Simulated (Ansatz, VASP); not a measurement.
# Two plane-wave programs on Y2TaN3

INCAR

```
PREC = Accurate
ENCUT = 520
EDIFF = 1E-6
ISMEAR = 0
SIGMA = 0.1
LREAL = False
LASPH = True
NELM = 150
ALGO = Normal
ISIF = 2
LWAVE = False
LCHARG = False
ISPIN = 2
MAGMOM = 0 0 1 0 0 0
LORBIT = 11
LMAXMIX = 4
GGA = PE
NBANDS = 37
```

File KPOINTS:

```
regular mesh
0
Gamma
  6 6 2
```

The input POSCAR:

```
Y2TaN3
1.0
    3.3194638000      0.0000000000      0.0000000000
   -1.6597319000      2.8747399000      0.0000000000
    0.0000000000      0.0000000000      8.1831236000
Y Ta N
2 1 3
Direct
    0.3333333000      0.6666667000      0.6744400000
    0.6666667000      0.3333333000      0.3255600000
    0.0000000000      0.0000000000      0.0000000000
    0.0000000000      0.0000000000      0.5000000000
    0.3333333000      0.6666667000      0.1418670000
    0.6666667000      0.3333333000      0.8581330000
```

Input for Ansatz:

```yaml
crystal:
  lattice:
    - [3.3194638, 0.0, 0.0]
    - [-1.6597319, 2.8747399, 0.0]
    - [0.0, 0.0, 8.1831236]
  atoms:
    - { symbol: "Y", position: [0.3333333, 0.6666667, 0.67444] }
    - { symbol: "Y", position: [0.6666667, 0.3333333, 0.32556] }
    - { symbol: Ta, position: [0.0, 0.0, 0.0], spin: 1.0 }
    - { symbol: "N", position: [0.0, 0.0, 0.5] }
    - { symbol: "N", position: [0.3333333, 0.6666667, 0.141867] }
    - { symbol: "N", position: [0.6666667, 0.3333333, 0.858133] }
basis:
  ecutwfc: 420
kpoints:
  mp_grid: { grid: [6, 6, 2] }
hamiltonian:
  xc: pbe
scf:
  occupations: { method: gaussian, width: 0.1 }
  lower_state_search: "off"
output:
  forces: true
  stress: true
  eigenvalues: true
  populations: true
magnetization:
  spin_polarized: true
```

Change from the starting cell: relaxed end of: species swapped into the Zr3HC2 type (P-3m1, No. 164).

Alike in both runs: task single point; functional PBE; k mesh 6 × 6 × 2; occupations gaussian, width 0.1 eV; collinear spin.

```csv
,VASP,Ansatz
version,VASP 6.6.1,Ansatz 0.2.0
potentials or method,"VASP PAW PBE potentials, release 64 (Y_sv, Ta_pv, N), cutoff 520 eV","scalar-relativistic, plane waves, PAW"
valence electrons in the cell,48,50
```

```csv
,VASP,Ansatz,Ansatz less VASP
gap on the k mesh at the Fermi level (eV),none,none,-
pressure (GPa),-0.1,-0.1,+0.01
"traceless stress, the component that is largest in VASP (GPa)",0.86,0.92,+0.053
rms of the force components (eV/Å),0.057,0.055,-0.0018
net moment per atom (μB),0.00,0.00,0.000
```

Atom by atom the forces differ by 0.011 eV/Å (rms over components). A gap of «none» marks a metal or a gap that the smearing closes. The functional is the same, so the differences come from potentials, cutoffs and numerics. VASP's potentials hold 48 valence electrons a cell and Ansatz's 50, so a difference there can come from the potentials and not from the codes. Ansatz's warnings: seeded moment not kept.

The k mesh is coarse, so the values compare programs but aren't converged. Neither program's run includes spin-orbit coupling.
